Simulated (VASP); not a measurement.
# Al3B2Sb in VASP: a series of runs

Runs on Al3B2Sb. Level: PBE. Tasks: single point, relaxation of cell and atoms.

Everything below comes from runs of VASP 6.6.1. Logs are shortened: lines on timing, memory, paths and dates and some standing lists are left out, and cuts for length are marked.

## Step 1: The cell of the first run

The typed cell holds 6 atoms: a = 4.986 Å, b = 4.986 Å, c = 6.091 Å, α = 90.00°, β = 90.00°, γ = 120.00°.

The cell was built from a structure type or drawn by symmetry, and may not be a known phase.

## Step 2: Single point, PBE

Input file INCAR:

```
PREC = Accurate ; ENCUT = 520
EDIFF = 1E-6 ; ISMEAR = 0
SIGMA = 0.1 ; LREAL = F
LASPH = T ; NELM = 80
ALGO = Normal ; ISIF = 2
LWAVE = F ; LCHARG = T
GGA = PE ; LELF = T
LVHAR = T ; NBANDS = 19
```

Input file KPOINTS:

```
regular mesh
0
Gamma
  6 6 4
```

Input file POSCAR:

```
Al3B2Sb
1.0
    4.9860939939      0.0000000000      0.0000000000
   -2.4930469970      4.3180840644      0.0000000000
    0.0000000000      0.0000000000      6.0909173144
Al B Sb
3 2 1
Direct
    0.5000000000      0.0000000000      0.3590418391
    0.0000000000      0.5000000000      0.3590418391
    0.5000000000      0.5000000000      0.3590418391
    0.0000000000      0.0000000000      0.2255899612
    0.0000000000      0.0000000000      0.4928435721
    0.0000000000      0.0000000000      0.8592010095
```

Potentials or basis: VASP PAW PBE potentials, release 64 (Al, B, Sb).

Launch:

```console
> cat potpaw_PBE.64/Al/POTCAR potpaw_PBE.64/B/POTCAR potpaw_PBE.64/Sb/POTCAR > POTCAR
> mpirun -np 1 vasp_std > vasp.out
```

OUTCAR:

```text
PREC = Accurate
   ENCUT = 520
   EDIFF = 1E-6
   ISMEAR = 0
   LREAL = F
   LASPH = T
   NELM = 80
   ISIF = 2
   GGA = PE

 ion  position               nearest neighbor table
   1  0.500  0.000  0.359-   2 2.49   2 2.49   3 2.49   3 2.49   4 2.62   4 2.62   5 2.62   5 2.62

   2  0.000  0.500  0.359-   1 2.49   1 2.49   3 2.49   3 2.49   4 2.62   4 2.62   5 2.62   5 2.62

   3  0.500  0.500  0.359-   2 2.49   2 2.49   1 2.49   1 2.49   4 2.62   4 2.62   5 2.62   5 2.62

   4  0.000  0.000  0.226-   5 1.63   6 2.23   3 2.62   3 2.62   1 2.62   1 2.62   2 2.62   2 2.62

   5  0.000  0.000  0.493-   4 1.63   6 2.23   3 2.62   3 2.62   1 2.62   1 2.62   2 2.62   2 2.62

   6  0.000  0.000  0.859-   5 2.23   4 2.23

  LATTYP: Found a hexagonal cell.
 ALAT       =     4.9860939939
 C/A-ratio  =     1.2215809252

  Lattice vectors:

 A1 = (   4.9860939939,   0.0000000000,   0.0000000000)
 A2 = (  -2.4930469970,   4.3180840644,   0.0000000000)
 A3 = (   0.0000000000,   0.0000000000,   6.0909173144)

Analysis of symmetry for initial positions (statically):
=====================================================================
 Subroutine PRICEL returns:
 Original cell was already a primitive cell.

 Routine SETGRP: Setting up the symmetry group for a
 hexagonal supercell.

 Subroutine GETGRP returns: Found 12 space group operations
 (whereof 12 operations were pure point group operations)
 out of a pool of 24 trial point group operations.

The static configuration has the point symmetry C_6v.

Analysis of symmetry for dynamics (positions and initial velocities):
=====================================================================
 Subroutine PRICEL returns:
 Original cell was already a primitive cell.

 Routine SETGRP: Setting up the symmetry group for a
 hexagonal supercell.

 Subroutine GETGRP returns: Found 12 space group operations
 (whereof 12 operations were pure point group operations)
 out of a pool of 24 trial point group operations.

The dynamic configuration has the point symmetry C_6v.

 Subroutine INISYM returns: Found 12 space group operations
 (whereof 12 operations are pure point group operations),
 and found     1 'primitive' translations

----------------------------------------------------------------------------------------

                                     Primitive cell

  volume of cell :     131.1397

  direct lattice vectors                    reciprocal lattice vectors
     4.986093994  0.000000000  0.000000000     0.200557792  0.115792095  0.000000000
    -2.493046997  4.318084064  0.000000000     0.000000000  0.231584190  0.000000000
     0.000000000  0.000000000  6.090917314     0.000000000  0.000000000  0.164178883

  length of vectors
     4.986093994  4.986093994  6.090917314     0.231584190  0.231584190  0.164178883

  position of ions in fractional coordinates (direct lattice)
     0.500000000  0.000000000  0.359041839
     0.000000000  0.500000000  0.359041839
     0.500000000  0.500000000  0.359041839
     0.000000000  0.000000000  0.225589961
     0.000000000  0.000000000  0.492843572
     0.000000000  0.000000000  0.859201009

  ion indices of the primitive-cell ions
   primitive index   ion index
                 1           1
                 2           2
                 3           3
                 4           4
                 5           5
                 6           6

----------------------------------------------------------------------------------------

 KPOINTS: regular mesh

Automatic generation of k-mesh.
 Grid dimensions read from file:
 generate k-points for:    6    6    4

 Generating k-lattice:

  Cartesian coordinates                     Fractional coordinates (reciprocal lattice)
     0.033426299  0.019298682  0.000000000     0.166666667  0.000000000  0.000000000
     0.000000000  0.038597365  0.000000000     0.000000000  0.166666667  0.000000000
     0.000000000  0.000000000  0.041044721     0.000000000  0.000000000  0.250000000

  Length of vectors
     0.038597365  0.038597365  0.041044721

  Shift w.r.t. Gamma in fractional coordinates (k-lattice)
     0.000000000  0.000000000  0.000000000

 Subroutine IBZKPT returns following result:
 ===========================================

 Found     21 irreducible k-points:

 Following reciprocal coordinates:
            Coordinates               Weight
  0.000000  0.000000  0.000000      1.000000
  0.166667 -0.000000  0.000000      6.000000
  0.333333  0.000000  0.000000      6.000000
  0.500000  0.000000  0.000000      3.000000
  0.166667  0.166667  0.000000      6.000000
  0.333333  0.166667  0.000000     12.000000
[... 13 lines left out ...]
  0.333333  0.166667  0.500000     12.000000
  0.333333  0.333333  0.500000      2.000000
   k-points           NKPTS =     21   k-points in BZ     NKDIM =     21   number of bands    NBANDS=     19
   number of dos      NEDOS =    301   number of ions     NIONS =      6
   total plane-waves  NPLWV =  76800
   dimension x,y,z NGX =    40 NGY =   40 NGZ =   48
   dimension x,y,z NGXF=    80 NGYF=   80 NGZF=   96
   ions per type =               3   2   1
   NGX,Y,Z   is equivalent  to a cutoff of  13.34, 13.34, 13.10 a.u.
   NGXF,Y,Z  is equivalent  to a cutoff of  26.67, 26.67, 26.20 a.u.
 SYSTEM =  unknown system
   PREC   = accura    normal or accurate (medium, high low for compatibility)
   ISTART =      0    job   : 0-new  1-cont  2-samecut
   ICHARG =      2    charge: 1-file 2-atom 10-const
   ISPIN  =      1    spin polarized calculation?
   LNONCOLLINEAR =      F non collinear calculations
   LSORBIT =      F    spin-orbit coupling
   LASPH  =      T    aspherical Exc in radial PAW
   ENCUT  =  520.0 eV  38.22 Ry    6.18 a.u.   9.27  9.27 11.33*2*pi/ulx,y,z
   NELM   =     80;   NELMIN=  2; NELMDL= -5     # of ELM steps
   EDIFF  = 0.1E-05   stopping-criterion for ELM
   LREAL  =      F    real-space projection
   EDIFFG = 0.1E-04   stopping-criterion for IOM
   NSW    =      0    number of steps for IOM
   IBRION =     -1    ionic relax: 0-MD 1-quasi-New 2-CG
   NFREE  =      0    steps in history (QN), initial steepest desc. (CG)
   ISIF   =      2    stress and relaxation
   ISYM   =      2    0-nonsym 1-usesym 2-fastsym
   POTIM  = 0.5000    time-step for ionic-motion
   TEBEG  =    0.0;   TEEND  =   0.0 temperature during run
   PSTRESS=    0.0 pullay stress
   NELECT =      20.0000    total number of electrons
   NUPDOWN=      -1.0000    fix difference up-down
   EMIN   =  10.00;   EMAX   =-10.00  energy-range for DOS
   EFERMI =   0.00;   METHOD = LEGACY
   ISMEAR =     0;   SIGMA  =   0.10  broadening in eV -4-tet -1-fermi 0-gaus
   EFERMI_NEDOS =   21; number of points for ismear=-14 and -15
   IALGO  =     38    algorithm
   IMIX   =      4    mixing-type and parameters
     AMIX     =   0.40;   BMIX     =  1.00
     AMIX_MAG =   1.60;   BMIX_MAG =  1.00
  volume/ion in A,a.u.               =      21.86       147.50
  Fermi-wavevector in a.u.,A,eV,Ry     =   0.874662  1.652871 10.408906  0.765033
  Thomas-Fermi vector in A             =   1.994224
   LORBIT       =      0    0 simple, 1 ext, 2 COOP (PROOUT), +10 PAW based schemes
   GGA     = PE    functional components
   LHFCALC =     F    Hartree Fock is set to
   AEXX    =    0.0000 exact exchange contribution
   IVDW    =     0    specifies the selected vdW correction
   LEPSILON=     F    determine dielectric tensor
   LRPA    =     F    only Hartree local field effects (RPA)
 non-spin polarized calculation
 Gauss-broadening in eV      SIGMA  =   0.10
  energy-cutoff  :      520.00
  volume of cell :      131.14
 maximum number of plane-waves:      3610
 NGX is ok and might be reduce to    40
   NGX = 19   NGY = 19   NGZ = 23

 number of electron      20.0000000 magnetization

 Free energy of the ion-electron system (eV)
  ---------------------------------------------------
  ext. energy  EPLUGINS =         0.00000000
  ---------------------------------------------------
  free energy    TOTEN  =       -23.10641358 eV

  energy without entropy =      -23.09200711  energy(sigma->0) =      -23.09921034

 E-fermi :   4.2258     XC(G=0):  -8.6244

 val. band max:        4.1838482120   @ k =   0.1667  -0.0000   0.0000
 cond. band min:       4.2788391904   @ k =   0.3333   0.1667   0.2500
 fundamental gap:      0.0949909784
 Fermi energy:         4.2258144711

 k-point     1 :       0.0000    0.0000    0.0000
  band No.  band energies     occupation
      1      -7.5066      2.00000
      2      -4.6370      2.00000
      3      -2.4532      2.00000
      4      -1.1012      2.00000
      5      -0.4224      2.00000
      6      -0.4224      2.00000
[... 11 lines left out ...]
     18       8.5034      0.00000
     19       9.0436      0.00000

 k-point     2 :       0.1667   -0.0000    0.0000
  band No.  band energies     occupation
      1      -7.3690      2.00000
      2      -4.5886      2.00000
      3      -2.3726      2.00000
      4      -2.1889      2.00000
      5      -0.6405      2.00000
      6      -0.0104      2.00000
[... 11 lines left out ...]
     18       9.0849      0.00000
     19      10.1151      0.00000

 k-point     3 :       0.3333    0.0000    0.0000
  band No.  band energies     occupation
      1      -7.0317      2.00000
      2      -4.4598      2.00000
      3      -3.3876      2.00000
      4      -2.1932      2.00000
      5      -0.9793      2.00000
      6      -0.7119      2.00000
[... 11 lines left out ...]
     18       9.1820      0.00000
     19       9.3547      0.00000

 k-point     4 :       0.5000    0.0000    0.0000
  band No.  band energies     occupation
      1      -6.8105      2.00000
      2      -4.2638      2.00000
      3      -4.0561      2.00000
      4      -2.0920      2.00000
      5      -1.1189      2.00000
      6      -0.9643      2.00000
[... 11 lines left out ...]
     18       9.4328      0.00000
     19       9.5103      0.00000

 k-point     5 :       0.1667    0.1667    0.0000
  band No.  band energies     occupation
      1      -7.1282      2.00000
      2      -4.4997      2.00000
      3      -2.9672      2.00000
      4      -2.2411      2.00000
      5      -1.6902      2.00000
      6       0.7119      2.00000
[... 11 lines left out ...]
     18       9.5907      0.00000
     19       9.9766      0.00000

 k-point     6 :       0.3333    0.1667    0.0000
  band No.  band energies     occupation
      1      -6.8230      2.00000
      2      -4.3209      2.00000
      3      -3.7204      2.00000
      4      -2.3915      2.00000
      5      -2.0944      2.00000
      6       0.6782      2.00000
[... 11 lines left out ...]
     18       9.1842      0.00000
     19       9.8052      0.00000

 k-point     7 :       0.3333    0.3333    0.0000
  band No.  band energies     occupation
      1      -6.7112      2.00000
      2      -4.1958      2.00000
      3      -3.4359      2.00000
      4      -3.4359      2.00000
      5      -2.0435      2.00000
      6       2.1114      2.00000
[... 11 lines left out ...]
     18       8.8176      0.00000
     19      10.3589      0.00000

 k-point     8 :       0.0000    0.0000    0.2500
  band No.  band energies     occupation
      1      -7.3623      2.00000
      2      -5.2863      2.00000
      3      -1.4347      2.00000
      4      -1.0597      2.00000
      5      -0.3398      2.00000
      6      -0.3398      2.00000
[... 190 lines left out ...]
 k-point    17 :       0.3333    0.0000    0.5000
  band No.  band energies     occupation
      1      -6.5905      2.00000
      2      -5.6618      2.00000
      3      -3.3871      2.00000
      4      -0.8209      2.00000
      5      -0.6890      2.00000
      6       0.0164      2.00000
[... 11 lines left out ...]
     18       9.4125      0.00000
     19       9.4447      0.00000

 k-point    18 :       0.5000    0.0000    0.5000
  band No.  band energies     occupation
      1      -6.2917      2.00000
      2      -5.6060      2.00000
      3      -3.9820      2.00000
      4      -0.9631      2.00000
      5      -0.9444      2.00000
      6       0.0430      2.00000
[... 11 lines left out ...]
     18       9.3604      0.00000
     19       9.8953      0.00000

 k-point    19 :       0.1667    0.1667    0.5000
  band No.  band energies     occupation
      1      -6.7118      2.00000
      2      -5.6889      2.00000
      3      -2.9636      2.00000
      4      -1.5941      2.00000
      5       0.0017      2.00000
      6       0.8157      2.00000
[... 11 lines left out ...]
     18       9.5486      0.00000
     19       9.5870      0.00000

 k-point    20 :       0.3333    0.1667    0.5000
  band No.  band energies     occupation
      1      -6.3140      2.00000
      2      -5.6066      2.00000
      3      -3.6947      2.00000
      4      -2.3135      2.00000
      5       0.0412      2.00000
      6       0.8000      2.00000
[... 11 lines left out ...]
     18       9.1035      0.00000
     19       9.4580      0.00000

 k-point    21 :       0.3333    0.3333    0.5000
  band No.  band energies     occupation
      1      -6.1555      2.00000
      2      -5.5785      2.00000
      3      -3.3593      2.00000
      4      -3.3593      2.00000
      5       0.0548      2.00000
      6       1.4252      2.00000
[... 11 lines left out ...]
     18       8.8846      0.00000
     19       9.6071      0.00000

------------------------ aborting loop because EDIFF is reached ----------------------------------------

  FORCE on cell =-STRESS in cart. coord.  units (eV):
  Direction    XX          YY          ZZ          XY          YZ          ZX
  --------------------------------------------------------------------------------------
  -------------------------------------------------------------------------------------
  Total       -0.2098429     -0.2098429      0.1404125      0.0000000     -0.0000000      0.0000000
  in kB       -2.5637202     -2.5637202      1.7154657      0.0000000     -0.0000000      0.0000000
  external PRESSURE =      -1.1373249 kB  Pullay stress =       0.0000000 kB

 VOLUME and BASIS-vectors are now :
 -----------------------------------------------------------------------------
  energy-cutoff  :      520.00
  volume of cell :      131.14
      direct lattice vectors                 reciprocal lattice vectors
     4.986093994  0.000000000  0.000000000     0.200557792  0.115792095  0.000000000
    -2.493046997  4.318084064  0.000000000     0.000000000  0.231584190  0.000000000
     0.000000000  0.000000000  6.090917314     0.000000000  0.000000000  0.164178883

 POSITION                                       TOTAL-FORCE (eV/Angst)
 -----------------------------------------------------------------------------------
      2.49305      0.00000      2.18689         0.000000     -0.000000      0.000615
     -1.24652      2.15904      2.18689         0.000000      0.000000      0.000615
      1.24652      2.15904      2.18689         0.000000      0.000000      0.000615
      0.00000      0.00000      1.37405        -0.000000     -0.000000      0.041783
      0.00000      0.00000      3.00187        -0.000000      0.000000     -0.042526
      0.00000      0.00000      5.23332         0.000000      0.000000     -0.001103
 -----------------------------------------------------------------------------------
    total drift:                                0.000000      0.000000      0.000001

  FREE ENERGIE OF THE ION-ELECTRON SYSTEM (eV)
  ---------------------------------------------------
  free  energy   TOTEN  =       -23.1064135761 eV

  energy  without entropy=      -23.0920071058  energy(sigma->0) =      -23.09921034
```

Wall time 42 s (1 thread of Intel Xeon Platinum 8124M at 3.00GHz (Skylake/Cascade Lake), shared host); peak memory 0.27 GiB.

Results:

```
Free energy            : -23.1064 eV
Pressure               : -0.1 GPa
Largest force          : 0.043 eV/Å
Band gap on the k mesh : zero (bands 10 and 11 overlap by 1.23 eV)
```

Forces on the atoms (eV/Å):
```
Al   0.000  0.000  0.001
Al   0.000  0.000  0.001
Al   0.000  0.000  0.001
B    0.000  0.000  0.042
B    0.000  0.000 -0.043
Sb   0.000  0.000 -0.001
```

Caveat: spin-orbit coupling is left out, which moves the levels of the heavy elements.

## Step 3: Single point, PBE

This run uses another cell than the first one, of 21.59 Å³/atom.

Input file INCAR:

```
SYSTEM = Al3B2Sb
PREC     = Accurate       ! precision mode
ENCUT    = 520            ! plane-wave cutoff, eV
EDIFF    = 1E-6           ! SCF threshold, eV
ISMEAR   = 0              ! smearing method
SIGMA    = 0.1            ! smearing width, eV
LREAL    = .FALSE.        ! projectors in reciprocal space
LASPH    = .TRUE.         ! aspherical terms in the spheres
NELM     = 60             ! most SCF steps
ALGO     = Normal         ! electronic algorithm
ISIF     = 2              ! what is computed and relaxed
LWAVE    = .FALSE.        ! write WAVECAR
LCHARG   = .FALSE.        ! write CHGCAR
GGA      = PE             ! functional
NBANDS   = 19             ! bands
```

Input file KPOINTS:

```
regular mesh
0
G
  12 12 6
  0 0 0
```

Input file POSCAR:

```
Al3B2Sb
1.0
    4.9518716551      0.0000000000      0.0000000000
   -2.4759358276      4.2884466496      0.0000000000
    0.0000000000      0.0000000000      6.1008289875
Al B Sb
3 2 1
Direct
    0.5000000000      0.0000000000      0.0000000000
    0.0000000000      0.5000000000      0.0000000000
    0.5000000000      0.5000000000      0.0000000000
    0.0000000000      0.0000000000      0.8654199855
    0.0000000000      0.0000000000      0.1345800145
    0.0000000000      0.0000000000      0.5000000000
```

Potentials or basis: VASP PAW PBE potentials, release 64 (Al, B, Sb).

Launch:

```console
> cat potpaw_PBE.64/Al/POTCAR potpaw_PBE.64/B/POTCAR potpaw_PBE.64/Sb/POTCAR > POTCAR
> mpirun -np 1 vasp_std > vasp.out
```

It took 2 min on 1 thread of Intel Xeon Platinum 8124M at 3.00GHz (Skylake/Cascade Lake), shared host; peak memory 0.38 GiB.

Results (log left out):

| Property | Result |
| --- | --- |
| Free energy | -23.1427 eV |
| Pressure | 0.1 GPa |
| Largest force | 0.038 eV/Å |
| Band gap on the k mesh | zero (bands 10 and 11 overlap by 1.22 eV) |

Forces in eV/Å, atoms in the order of the input:
```
Al   0.000  0.000  0.000
Al   0.000  0.000  0.000
Al   0.000  0.000  0.000
B    0.000  0.000  0.038
B    0.000  0.000 -0.038
Sb   0.000  0.000  0.000
```

Stress tensor (GPa, compression positive):
```
-0.06  0.00  0.00
 0.00 -0.06  0.00
 0.00  0.00  0.28
```

Levels at points of the mesh, in eV from the Fermi level:
| k point | band 6 | band 7 | band 8 | band 9 | band 10 | band 11 | band 12 | band 13 | band 14 | band 15 |
| --- | --- | --- | --- | --- | --- | --- | --- | --- | --- | --- |
| (0.00, 0.00, 0.00) | -4.69 | -3.32 | -1.02 | -1.02 | -0.08 | 0.57 | 0.57 | 1.13 | 1.13 | 1.52 |
| (0.50, 0.00, 0.00) | -5.23 | -1.96 | -1.48 | 0.07 | 0.18 | 0.42 | 1.10 | 1.18 | 2.61 | 2.80 |
| (0.00, 0.00, 0.50) | -4.32 | -3.31 | -2.44 | -1.06 | -1.06 | -0.97 | -0.97 | 0.50 | 3.67 | 3.67 |
| (0.50, 0.00, 0.50) | -4.21 | -3.35 | -1.57 | -1.44 | -0.21 | 0.99 | 1.43 | 1.84 | 2.82 | 3.19 |

Caveat: spin-orbit coupling is left out, which moves the levels of the heavy elements.

[end of part 1 of 2]
